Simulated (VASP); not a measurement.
# RuS2 (P6/mmm) in VASP: notebook

RuS2 is run at these levels: PBE; tasks: single point, relaxation of cell and atoms.

Everything below comes from runs of VASP 6.6.1. Logs are shortened: lines on timing, memory, paths and dates and some standing lists are left out, and cuts for length are marked.

## (1) The cell of the first run

Symmetry: P6/mmm, No. 191, hexagonal system. The conventional cell has a = 4.221 Å, b = 4.221 Å, c = 2.829 Å, α = 90.00°, β = 90.00°, γ = 120.00°. Within 3.7 Å of Ru (site symmetry 6/mmm) lie 12 S at 2.82 Å and 2 Ru at 2.83 Å. Within 3.2 Å of S (site symmetry -6m2) lie 5 S at 2.44 to 2.83 Å and 6 Ru at 2.82 Å.

## (2) Single point, PBE

The input, INCAR:

```
PREC     = Accurate       # precision mode
ENCUT    = 520            # plane-wave cutoff, eV
EDIFF    = 1E-6           # SCF threshold, eV
ISMEAR   = 0              # smearing method
SIGMA    = 0.1            # smearing width, eV
LREAL    = F              # projectors in reciprocal space
LASPH    = T              # aspherical terms in the spheres
NELM     = 60             # most SCF steps
ALGO     = Normal         # electronic algorithm
ISIF     = 2              # what is computed and relaxed
LWAVE    = F              # write WAVECAR
LCHARG   = F              # write CHGCAR
GGA      = PE             # functional
NBANDS   = 20             # bands
```

The input, KPOINTS:

```
Automatic mesh
0
Gamma
  6 6 4
```

The input, POSCAR:

```
RuS2
1.0
    4.2211414877      0.0000000000      0.0000000000
   -2.1105707439      3.6556157613      0.0000000000
    0.0000000000      0.0000000000      2.8290858947
Ru S
1 2
Direct
    0.0000000000      0.0000000000      0.0000000000
    0.3333333333      0.6666666667      0.5000000000
    0.6666666667      0.3333333333      0.5000000000
```

Potentials or basis: VASP PAW PBE potentials, release 64 (Ru_pv, S).

The run is started by

```
> cat potpaw_PBE.64/Ru_pv/POTCAR potpaw_PBE.64/S/POTCAR > POTCAR
> mpirun -np 1 vasp_std > vasp.out
```

OUTCAR:

```text
PREC = Accurate
   ENCUT = 520
   EDIFF = 1E-6
   ISMEAR = 0
   LREAL = F
   LASPH = T
   NELM = 60
   ISIF = 2
   GGA = PE

 ion  position               nearest neighbor table
   1  0.000  0.000  0.000-   2 2.82   3 2.82   2 2.82   3 2.82   3 2.82   3 2.82   2 2.82   2 2.82
                             3 2.82   3 2.82   2 2.82   2 2.82
   2  0.333  0.667  0.500-   3 2.44   3 2.44   3 2.44   1 2.82   1 2.82   1 2.82   1 2.82   1 2.82
                             1 2.82
   3  0.667  0.333  0.500-   2 2.44   2 2.44   2 2.44   1 2.82   1 2.82   1 2.82   1 2.82   1 2.82
                             1 2.82

  LATTYP: Found a hexagonal cell.
 ALAT       =     4.2211414877
 C/A-ratio  =     0.6702182106

  Lattice vectors:

 A1 = (   4.2211414877,   0.0000000000,   0.0000000000)
 A2 = (  -2.1105707439,   3.6556157613,   0.0000000000)
 A3 = (   0.0000000000,   0.0000000000,   2.8290858947)

Analysis of symmetry for initial positions (statically):
=====================================================================
 Subroutine PRICEL returns:
 Original cell was already a primitive cell.

 Routine SETGRP: Setting up the symmetry group for a
 hexagonal supercell.

 Subroutine GETGRP returns: Found 24 space group operations
 (whereof 24 operations were pure point group operations)
 out of a pool of 24 trial point group operations.

The static configuration has the point symmetry D_6h.

Analysis of symmetry for dynamics (positions and initial velocities):
=====================================================================
 Subroutine PRICEL returns:
 Original cell was already a primitive cell.

 Routine SETGRP: Setting up the symmetry group for a
 hexagonal supercell.

 Subroutine GETGRP returns: Found 24 space group operations
 (whereof 24 operations were pure point group operations)
 out of a pool of 24 trial point group operations.

The dynamic configuration has the point symmetry D_6h.

 Subroutine INISYM returns: Found 24 space group operations
 (whereof 24 operations are pure point group operations),
 and found     1 'primitive' translations

----------------------------------------------------------------------------------------

                                     Primitive cell

  volume of cell :      43.6553

  direct lattice vectors                    reciprocal lattice vectors
     4.221141488  0.000000000  0.000000000     0.236902744  0.136775863  0.000000000
    -2.110570744  3.655615761  0.000000000     0.000000000  0.273551726  0.000000000
     0.000000000  0.000000000  2.829085895     0.000000000  0.000000000  0.353471064

  length of vectors
     4.221141488  4.221141488  2.829085895     0.273551726  0.273551726  0.353471064

  position of ions in fractional coordinates (direct lattice)
     0.000000000  0.000000000  0.000000000
     0.333333333  0.666666667  0.500000000
     0.666666667  0.333333333  0.500000000

  ion indices of the primitive-cell ions
   primitive index   ion index
                 1           1
                 2           2
                 3           3

----------------------------------------------------------------------------------------

 KPOINTS: Automatic mesh

Automatic generation of k-mesh.
 Grid dimensions read from file:
 generate k-points for:    6    6    4

 Generating k-lattice:

  Cartesian coordinates                     Fractional coordinates (reciprocal lattice)
     0.039483791  0.022795977  0.000000000     0.166666667  0.000000000  0.000000000
     0.000000000  0.045591954  0.000000000     0.000000000  0.166666667  0.000000000
     0.000000000  0.000000000  0.088367766     0.000000000  0.000000000  0.250000000

  Length of vectors
     0.045591954  0.045591954  0.088367766

  Shift w.r.t. Gamma in fractional coordinates (k-lattice)
     0.000000000  0.000000000  0.000000000

 Subroutine IBZKPT returns following result:
 ===========================================

 Found     21 irreducible k-points:

 Following reciprocal coordinates:
            Coordinates               Weight
  0.000000  0.000000  0.000000      1.000000
  0.166667  0.000000  0.000000      6.000000
  0.333333  0.000000  0.000000      6.000000
  0.500000  0.000000  0.000000      3.000000
  0.166667  0.166667  0.000000      6.000000
  0.333333  0.166667  0.000000     12.000000
[... 13 lines left out ...]
  0.333333  0.166667  0.500000     12.000000
  0.333333  0.333333  0.500000      2.000000
   k-points           NKPTS =     21   k-points in BZ     NKDIM =     21   number of bands    NBANDS=     20
   number of dos      NEDOS =    301   number of ions     NIONS =      3
   total plane-waves  NPLWV =  24576
   dimension x,y,z NGX =    32 NGY =   32 NGZ =   24
   dimension x,y,z NGXF=    64 NGYF=   64 NGZF=   48
   ions per type =               1   2
   NGX,Y,Z   is equivalent  to a cutoff of  12.60, 12.60, 14.10 a.u.
   NGXF,Y,Z  is equivalent  to a cutoff of  25.21, 25.21, 28.21 a.u.
 SYSTEM =  unknown system
[... 86 lines left out ...]
     19      20.0792      0.00000
     20      20.5953      0.00000

 k-point     3 :       0.3333    0.0000    0.0000
  band No.  band energies     occupation
      1     -32.2806      2.00000
      2     -32.2768      2.00000
      3     -31.8841      2.00000
      4      -6.2704      2.00000
      5      -3.4092      2.00000
      6       2.5920      2.00000
[... 12 lines left out ...]
     19      17.9994      0.00000
     20      18.6894      0.00000

 k-point     4 :       0.5000    0.0000    0.0000
  band No.  band energies     occupation
      1     -32.2823      2.00000
      2     -32.2772      2.00000
      3     -31.8840      2.00000
      4      -5.6395      2.00000
      5      -4.3110      2.00000
      6       2.5589      2.00000
[... 12 lines left out ...]
     19      17.0510      0.00000
     20      20.4318      0.00000

 k-point     5 :       0.1667    0.1667    0.0000
  band No.  band energies     occupation
      1     -32.2795      2.00000
      2     -32.2769      2.00000
      3     -31.8842      2.00000
      4      -6.4793      2.00000
      5      -3.0180      2.00000
      6       2.2489      2.00000
[... 12 lines left out ...]
     19      17.8998      0.00000
     20      19.5342      0.00000

 k-point     6 :       0.3333    0.1667    0.0000
  band No.  band energies     occupation
      1     -32.2814      2.00000
      2     -32.2780      2.00000
      3     -31.8840      2.00000
      4      -5.7065      2.00000
      5      -4.1704      2.00000
      6       1.7215      2.00000
[... 12 lines left out ...]
     19      17.9567      0.00000
     20      20.0752      0.00000

 k-point     7 :       0.3333    0.3333    0.0000
  band No.  band energies     occupation
      1     -32.2803      2.00000
      2     -32.2803      2.00000
      3     -31.8840      2.00000
      4      -4.9573      2.00000
      5      -4.9573      2.00000
      6       1.1808      2.00000
[... 12 lines left out ...]
     19      17.6923      0.00000
     20      20.4166      0.00000
[... 208 lines left out ...]
 k-point    17 :       0.3333    0.0000    0.5000
  band No.  band energies     occupation
      1     -32.2439      2.00000
      2     -32.2411      2.00000
      3     -32.2187      2.00000
      4      -4.6305      2.00000
      5      -1.6212      2.00000
      6       2.4807      2.00000
[... 12 lines left out ...]
     19      17.2578      0.00000
     20      19.6478      0.00000

 k-point    18 :       0.5000    0.0000    0.5000
  band No.  band energies     occupation
      1     -32.2451      2.00000
      2     -32.2414      2.00000
      3     -32.2183      2.00000
      4      -4.2053      2.00000
      5      -2.4220      2.00000
      6       2.9572      2.00000
[... 12 lines left out ...]
     19      15.9908      0.00000
     20      20.0181      0.00000

 k-point    19 :       0.1667    0.1667    0.5000
  band No.  band energies     occupation
      1     -32.2430      2.00000
      2     -32.2412      2.00000
      3     -32.2189      2.00000
      4      -4.7765      2.00000
      5      -1.2806      2.00000
      6       2.2478      2.00000
[... 12 lines left out ...]
     19      17.2898      0.00000
     20      19.0352      0.00000

 k-point    20 :       0.3333    0.1667    0.5000
  band No.  band energies     occupation
      1     -32.2445      2.00000
      2     -32.2421      2.00000
      3     -32.2183      2.00000
      4      -4.1819      2.00000
      5      -2.4797      2.00000
      6       3.0610      2.00000
[... 12 lines left out ...]
     19      15.7048      0.00000
     20      19.3127      0.00000

 k-point    21 :       0.3333    0.3333    0.5000
  band No.  band energies     occupation
      1     -32.2436      2.00000
      2     -32.2436      2.00000
      3     -32.2181      2.00000
      4      -3.4327      2.00000
      5      -3.4327      2.00000
      6       3.1803      2.00000
[... 12 lines left out ...]
     19      17.8592      0.00000
     20      17.8592      0.00000

------------------------ aborting loop because EDIFF is reached ----------------------------------------

  FORCE on cell =-STRESS in cart. coord.  units (eV):
  Direction    XX          YY          ZZ          XY          YZ          ZX
  --------------------------------------------------------------------------------------
  -------------------------------------------------------------------------------------
  Total        0.0123757      0.0123757     -0.0586325     -0.0000000      0.0000000      0.0000000
  in kB        0.4541967      0.4541967     -2.1518528     -0.0000000      0.0000000      0.0000000
  external PRESSURE =      -0.4144864 kB  Pullay stress =       0.0000000 kB

 VOLUME and BASIS-vectors are now :
 -----------------------------------------------------------------------------
  energy-cutoff  :      520.00
  volume of cell :       43.66
      direct lattice vectors                 reciprocal lattice vectors
     4.221141488  0.000000000  0.000000000     0.236902744  0.136775863  0.000000000
    -2.110570744  3.655615761  0.000000000     0.000000000  0.273551726  0.000000000
     0.000000000  0.000000000  2.829085895     0.000000000  0.000000000  0.353471064

 POSITION                                       TOTAL-FORCE (eV/Angst)
 -----------------------------------------------------------------------------------
      0.00000      0.00000      0.00000        -0.000000      0.000000      0.000000
     -0.00000      2.43708      1.41454        -0.000000      0.000000      0.000000
      2.11057      1.21854      1.41454         0.000000      0.000000     -0.000000
 -----------------------------------------------------------------------------------
    total drift:                                0.000000     -0.000000      0.000000

  FREE ENERGIE OF THE ION-ELECTRON SYSTEM (eV)
  ---------------------------------------------------
  free  energy   TOTEN  =       -14.4331139847 eV

  energy  without entropy=      -14.4170883778  energy(sigma->0) =      -14.42510118
```

Run time: 16 s. Hardware: 1 thread of Intel Xeon 8259CL, shared host; peak memory 0.17 GiB.

What came out:

- Free energy: -14.4331 eV
- Pressure: 0.0 GPa
- Band gap on the k mesh: zero (bands 13 and 14 overlap by 1.30 eV)

Caveat: the k points lie up to 0.56 Å⁻¹ apart, too coarse for converged energies and pressures of a metal.

## (3) Relaxation of cell and atoms, PBE

This run uses another cell than the first one, of 14.42 Å³/atom.

The input, INCAR:

```
PREC = Accurate ; ENCUT = 600
EDIFF = 1E-6 ; ISMEAR = 0
SIGMA = 0.1 ; LREAL = F
LASPH = T ; NELM = 80
ALGO = Normal ; ISIF = 3
LWAVE = F ; LCHARG = F
GGA = PE ; IBRION = 2
NSW = 90 ; EDIFFG = -0.04
```

KPOINTS is that of step 2.

The input, POSCAR:

```
RuS2
1.0
    3.5898249315      0.0000000000      0.0000000000
   -1.7949124658      3.1088795859      0.0000000000
    0.0000000000      0.0000000000      3.8760568198
Ru S
1 2
Direct
    0.0000000000      0.0000000000      0.0000000000
    0.3333333333      0.6666666667      0.5000000000
    0.6666666667      0.3333333333      0.5000000000
```

Potentials or basis: VASP PAW PBE potentials, release 64 (Ru_pv, S).

The run is started by

```
> cat potpaw_PBE.64/Ru_pv/POTCAR potpaw_PBE.64/S/POTCAR > POTCAR
> mpirun -np 1 vasp_std > vasp.out
```

It took 2.8 min on 1 thread of Intel Xeon 8259CL, shared host; peak memory 0.19 GiB.

Results (log left out):

```yaml
Free_energy: -14.4294 eV
Relaxed_volume: 14.52 Å³/atom
Relaxed_cell: a = 4.218 Å, b = 4.218 Å, c = 2.827 Å, α = 90.00°, β = 90.00°, γ = 120.00°
Space_group_after_relaxing_to_0.1_Å: P6/mmm (No. 191)
Energy_gained_by_relaxing: 909.0 meV/atom
Ionic_steps: 10
Pressure_after_relaxing: 0.2 GPa
Band_gap_on_the_k_mesh: zero (bands 13 and 14 overlap by 1.30 eV)
```

Stress tensor (GPa, compression positive):
```
0.27 0.00 0.00
0.00 0.27 0.00
0.00 0.00 0.18
```

The path:
| step | energy change (eV) | largest force (eV/Å) | pressure (GPa) | volume (Å³) |
| --- | --- | --- | --- | --- |
| 1 | 0.0000 | 0.0000 | 16.68 | 43.26 |
| 2 | -1.1928 | 0.0000 | -7.38 | 52.91 |
| 3 | -1.2367 | 0.0000 | -10.46 | 55.17 |
| 4 | -2.2943 | 0.0000 | -13.43 | 51.12 |
| 5 | -2.4572 | 0.0000 | -12.50 | 49.76 |
| 6 | -2.4828 | 0.0000 | -11.42 | 49.12 |
| 7 | -2.5513 | 0.0000 | 13.74 | 40.02 |
| 8 | -2.6965 | 0.0000 | -0.05 | 43.79 |
| 9 | -2.7260 | 0.0000 | 0.33 | 43.52 |
| 10 | -2.7269 | 0.0000 | 0.24 | 43.55 |

Final structure:
```
Ru S
1.0
     4.21807    0.00000    0.00000
    -2.10903    3.65295    0.00000
     0.00000    0.00000    2.82663
Ru S
1 2
Cartesian
  0.0000 0.0000 0.0000
  0.0000 2.4353 1.4133
  2.1090 1.2177 1.4133
```

Levels at points of the mesh, in eV from the Fermi level:
```
           k point  band 9  band 10  band 11  band 12  band 13  band 14  band 15  band 16  band 17
(0.00, 0.00, 0.00)   -2.57    -2.57    -1.28    -0.25    -0.25     0.41     0.41     2.25     3.20
(0.50, 0.00, 0.00)   -2.67    -1.90    -0.68    -0.35    -0.33     0.76     1.90     3.23     4.03
(0.00, 0.00, 0.50)   -4.49    -4.49    -3.39    -2.17    -2.17     1.52     3.18     3.18     5.76
(0.50, 0.00, 0.50)   -4.09    -1.52    -1.19    -0.76    -0.46     0.98     1.49     1.80     2.93
```

Caveat: the k points lie up to 0.56 Å⁻¹ apart in the final cell, too coarse for converged energies and pressures of a metal; a cell axis changed by over 15 % at a fixed basis, so the end point is rough.

## (4) Single point, PBE

The input, INCAR:

```
PREC = Accurate
ENCUT = 520
EDIFF = 1E-6
ISMEAR = 0
SIGMA = 0.1
LREAL = F
LASPH = T
NELM = 60
ALGO = Normal
ISIF = 2
LWAVE = F
LCHARG = F
GGA = PE
NBANDS = 20
```

The input, KPOINTS:

```
Automatic mesh
0
Gamma
  12 12 16
```

The input, POSCAR:

```
RuS2
1.0
    4.2077871841      0.0000000000      0.0000000000
   -2.1038935921      3.6440505952      0.0000000000
    0.0000000000      0.0000000000      2.8526023312
Ru S
1 2
Direct
    0.0000000000      0.0000000000      0.0000000000
    0.3333333333      0.6666666667      0.5000000000
    0.6666666667      0.3333333333      0.5000000000
```

The run is started by

```
> cat potpaw_PBE.64/Ru_pv/POTCAR potpaw_PBE.64/S/POTCAR > POTCAR
> mpirun -np 1 vasp_std > vasp.out
```

Wall time 1.8 min (1 thread of Intel Xeon 8259CL, shared host); peak memory 0.27 GiB.

It converged, with:

| Item | Value |
| --- | --- |
| Free energy | -14.3126 eV |
| Pressure | -0.1 GPa |
| Band gap on the k mesh | zero (bands 13 and 14 overlap by 1.33 eV) |

Levels at points of the mesh, in eV from the Fermi level:
```tsv
k point	band 9	band 10	band 11	band 12	band 13	band 14	band 15	band 16	band 17	band 18
(0.00, 0.00, 0.00)	-2.49	-2.49	-1.41	-0.30	-0.30	0.44	0.44	2.18	3.18	7.16
(0.50, 0.00, 0.00)	-2.55	-2.01	-0.61	-0.40	-0.20	0.65	1.85	3.30	4.06	6.29
(0.00, 0.00, 0.50)	-4.46	-4.46	-3.21	-2.10	-2.10	1.44	3.20	3.20	5.68	7.57
(0.50, 0.00, 0.50)	-4.09	-1.47	-1.12	-0.71	-0.43	1.04	1.54	1.85	3.02	4.64
```

## (5) Relaxation of cell and atoms, PBE

This run uses another cell than the first one, of 14.63 Å³/atom.

The input, INCAR:

```
PREC = Accurate
ENCUT = 600
EDIFF = 1E-6
ISMEAR = 0
SIGMA = 0.1
LREAL = False
LASPH = True
NELM = 80
ALGO = Normal
ISIF = 3
LWAVE = False
LCHARG = False
GGA = PE
IBRION = 2
NSW = 100
EDIFFG = -0.01
```

The input, KPOINTS:

```
regular mesh
0
Gamma
  12 12 16
```

The input, POSCAR:

```
RuS2
1.0
    4.1897035730      0.0000000000      0.0000000000
   -2.0948517865      3.6283897285      0.0000000000
    0.0000000000      0.0000000000      2.8873567390
Ru S
1 2
Direct
    0.0000000000      0.0000000000      0.0000000000
    0.3333333333      0.6666666667      0.5000000000
    0.6666666667      0.3333333333      0.5000000000
```

The run is started by

```
> cat potpaw_PBE.64/Ru_pv/POTCAR potpaw_PBE.64/S/POTCAR > POTCAR
> mpirun -np 1 vasp_std > vasp.out
```

Run time: 5.9 min. Hardware: 1 thread of Intel Xeon 8259CL, shared host; peak memory 0.3 GiB.

Results (log left out):

```
Free energy                           : -14.3132 eV
Relaxed volume                        : 14.57 Å³/atom
Relaxed cell                          : a = 4.206 Å, b = 4.206 Å, c = 2.852 Å, α = 90.00°, β = 90.00°, γ = 120.00°
Space group after relaxing (to 0.1 Å) : P6/mmm (No. 191)
Energy gained by relaxing             : 1.6 meV/atom
Ionic steps                           : 5
Pressure after relaxing               : 0.0 GPa
Band gap on the k mesh                : zero (bands 13 and 14 overlap by 1.33 eV)
```

The path:
| step | energy change (eV) | largest force (eV/Å) | pressure (GPa) | volume (Å³) |
| --- | --- | --- | --- | --- |
| 1 | 0.0000 | 0.0000 | -0.47 | 43.89 |
| 2 | -0.0047 | 0.0000 | 0.24 | 43.62 |
| 3 | -0.0047 | 0.0000 | 0.33 | 43.58 |
| 4 | -0.0048 | 0.0000 | -0.19 | 43.76 |
| 5 | -0.0049 | 0.0000 | 0.00 | 43.70 |

Final structure:
```
Ru S
1.0
     4.20594    0.00000    0.00000
    -2.10297    3.64245    0.00000
     0.00000    0.00000    2.85231
Ru S
1 2
Cartesian
  0.0000 0.0000 0.0000
  0.0000 2.4283 1.4262
  2.1030 1.2142 1.4262
```

Levels at points of the mesh, in eV from the Fermi level:
| k point | band 9 | band 10 | band 11 | band 12 | band 13 | band 14 | band 15 | band 16 | band 17 |
| --- | --- | --- | --- | --- | --- | --- | --- | --- | --- |
| (0.00, 0.00, 0.00) | -2.50 | -2.50 | -1.42 | -0.30 | -0.30 | 0.44 | 0.44 | 2.18 | 3.18 |
| (0.50, 0.00, 0.00) | -2.56 | -2.02 | -0.61 | -0.41 | -0.20 | 0.65 | 1.86 | 3.30 | 4.06 |
| (0.00, 0.00, 0.50) | -4.46 | -4.46 | -3.21 | -2.10 | -2.10 | 1.44 | 3.21 | 3.21 | 5.69 |
| (0.50, 0.00, 0.50) | -4.10 | -1.47 | -1.12 | -0.71 | -0.43 | 1.04 | 1.54 | 1.86 | 3.02 |

## (6) Summary

| task | cell | k mesh | cutoff (eV) | gap on the mesh (eV) | pressure (GPa) | relaxed volume (Å³/atom) |
| --- | --- | --- | --- | --- | --- | --- |
| single point | a = 4.221, b = 4.221, c = 2.829 Å, angles 90.0, 90.0, 120.0°, 3 atoms | 6 × 6 × 4 | 520 | none | 0.0 | - |
| relaxation of cell and atoms | relaxed from a = 3.590, b = 3.590, c = 3.876 Å, angles 90.0, 90.0, 120.0°, 3 atoms | 6 × 6 × 4 | 600 | none | 0.2 | 14.52 |
| single point | a = 4.208, b = 4.208, c = 2.853 Å, angles 90.0, 90.0, 120.0°, 3 atoms | 12 × 12 × 16 | 520 | none | -0.1 | - |
| relaxation of cell and atoms | relaxed from a = 4.190, b = 4.190, c = 2.887 Å, angles 90.0, 90.0, 120.0°, 3 atoms | 12 × 12 × 16 | 600 | none | 0.0 | 14.57 |

Alike in all rows: level PBE; potentials or basis VASP PAW PBE potentials, release 64 (Ru_pv, S); no spin polarisation; smearing gaussian 0.1 eV.

Caveats: some runs use coarse meshes; a cell axis changed by over 15 % at a fixed basis, so the end point is rough (at least some runs).

Absolute energies hang on the potentials; compare differences alone.
